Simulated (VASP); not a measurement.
Wanted: the native input for a VASP 6.6.1 run.

- Task: electric field gradients
- Functional: PBEsol
- Potentials or basis: VASP PAW PBE potentials, release 64 (Zr_sv)
- Cutoff: 520 eV
- k mesh: 13 × 13 × 7
- Occupations: fermi-dirac, width 0.08 eV
- Spin: no spin polarisation
- Dipole correction: no
- Further INCAR settings: ALGO = Normal; EDIFF = 1e-08; NBANDS = 19

The structure of Zr lies in POSCAR:

```
Zr
1.0
    3.2534028080      0.0000000000      0.0000000000
   -1.6267014040      2.8175294804      0.0000000000
    0.0000000000      0.0000000000      5.1810870861
Zr
2
Direct
    0.3333333333      0.6666666667      0.2500000000
    0.6666666667      0.3333333333      0.7500000000
```

These files were run (other wordings do the same):

INCAR

```
SYSTEM = Zr
PREC = Accurate ; ENCUT = 520
EDIFF = 1E-8 ; ISMEAR = -1
SIGMA = 0.08 ; LREAL = .FALSE.
LASPH = .TRUE. ; NELM = 60
ALGO = Normal ; ISIF = 2
LWAVE = .FALSE. ; LCHARG = .FALSE.
GGA = PS ; LEFG = .TRUE.
NBANDS = 19
```

KPOINTS

```
regular mesh
0
G
  13 13 7
  0 0 0
```

Potentials or basis: VASP PAW PBE potentials, release 64 (Zr_sv).

Launch:

```sh
$ cat potpaw_PBE.64/Zr_sv/POTCAR > POTCAR
$ mpirun -np 1 vasp_std > vasp.out
```

It gave:

```
Pressure                                : -4.9 GPa
Band gap on the k mesh                  : zero (bands 12 and 13 overlap by 1.09 eV)
Largest electric field gradient by atom : Zr +39.8 V/Å²
```

Caveat: the cell stands under tension; without QUAD_EFG the Cq values of the log hold for a quadrupole moment of 1 mb, not for the nuclei; the PAW data sets were made with another functional, which shifts forces and pressure a little.

Wall time 71 s on 1 thread of Intel Xeon 8259CL, on a shared host, peak memory 0.2 GiB.
